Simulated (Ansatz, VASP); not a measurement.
**MgO in VASP and in Ansatz**

```
CELL_PARAMETERS angstrom
0.00000 2.35047 2.35047
2.35047 0.00000 2.35047
2.35047 2.35047 0.00000
ATOMIC_POSITIONS crystal
Mg 0.00000 0.00000 0.00000
O 0.25000 0.25000 0.25000
```

Change from the starting cell: hydrostatic strain +3.0%.

Alike in both runs: task single point; functional PBE; k mesh 10 × 10 × 10; occupations fermi-dirac, width 0.02 eV; no spin polarisation.

```csv
,VASP,Ansatz
version,VASP 6.6.1,Ansatz 0.2.0
potentials or method,"VASP PAW PBE potentials, release 64 (Mg, O)","plane waves, PAW"
plane-wave cutoff (eV),520,420
valence electrons in the cell,8,16
```

|  | VASP | Ansatz | Ansatz less VASP |
| --- | --- | --- | --- |
| gap on the k mesh at the Fermi level (eV) | 3.16 | 3.18 | +0.018 |
| pressure (GPa) | -6.2 | -5.8 | +0.39 |

VASP's potentials hold 8 valence electrons a cell and Ansatz's 16, so a difference there can come from the potentials and not from the codes.
